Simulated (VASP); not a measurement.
Input of a VASP 6.6.1 run:

The input INCAR:

```
SYSTEM = B6Br
PREC = Accurate
ENCUT = 520
EDIFF = 1E-7
ISMEAR = 0
SIGMA = 0.1
LREAL = .FALSE.
LASPH = .TRUE.
NELM = 100
ALGO = Normal
ISIF = 2
LWAVE = .FALSE.
LCHARG = .TRUE.
GGA = PE
LELF = .TRUE.
LVHAR = .TRUE.
NBANDS = 22
```

Contents of KPOINTS:

```
Automatic mesh
0
G
  4 4 4
  0 0 0
```

Contents of POSCAR:

```
B6Br
1.0
    4.2428490319      0.0000000000      0.0000000000
    0.0000000000      4.2428490319      0.0000000000
    0.0000000000      0.0000000000      4.2428490319
B Br
6 1
Direct
    0.1974934927      0.5000000000      0.5000000000
    0.5000000000      0.1974934927      0.5000000000
    0.8025065073      0.5000000000      0.5000000000
    0.5000000000      0.8025065073      0.5000000000
    0.5000000000      0.5000000000      0.1974934927
    0.5000000000      0.5000000000      0.8025065073
    0.0000000000      0.0000000000      0.0000000000
```

Potentials or basis: VASP PAW PBE potentials, release 64 (B, Br).

The run is started by

```bash
$ cat potpaw_PBE.64/B/POTCAR potpaw_PBE.64/Br/POTCAR > POTCAR
$ mpirun -np 1 vasp_std > vasp.out
```

Problem. What does it give for the band gap on the k mesh?

Solution. Zero (an odd number of electrons rules out a gap without spin polarisation).

Problem. Estimate the pressure.

Solution. -0.3 GPa.

Forces on the atoms (eV/Å):
```
B   -0.021  0.000  0.000
B    0.000 -0.021  0.000
B    0.021  0.000  0.000
B    0.000  0.021  0.000
B    0.000  0.000 -0.021
B    0.000  0.000  0.021
Br   0.000  0.000  0.000
```

Caveat: the k points lie up to 0.37 Å⁻¹ apart, too coarse for converged energies and pressures of a metal; an odd number of electrons without spin polarisation forces a metal; a magnetic or distorted state may lie lower.
